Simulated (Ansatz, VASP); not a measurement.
**Two plane-wave programs on C**

```
CELL_PARAMETERS angstrom
0.00000 1.78012 1.78012
1.75342 0.00000 1.78012
1.75342 1.78012 0.00000
ATOMIC_POSITIONS crystal
C 0.00000 0.00000 0.00000
C 0.25000 0.25000 0.25000
```

Change from the starting cell: uniaxial_x strain -1.5%.

Alike in both runs: task single point; functional PBE; k mesh 12 × 12 × 12; occupations fermi-dirac, width 0.02 eV; no spin polarisation.

|  | VASP | Ansatz |
| --- | --- | --- |
| version | VASP 6.6.1 | Ansatz 0.2.0 |
| potentials or method | VASP PAW PBE potentials, release 64 (C) | plane waves, PAW |
| plane-wave cutoff (eV) | 520 | 420 |
| valence electrons in the cell | 8 | 8 |

|  | VASP | Ansatz | Ansatz less VASP |
| --- | --- | --- | --- |
| gap on the k mesh at the Fermi level (eV) | 3.81 | 3.82 | +0.005 |
| pressure (GPa) | 11.9 | 11.2 | -0.77 |
| traceless stress, the component that is largest in VASP (GPa) | 9.43 | 9.44 | +0.009 |
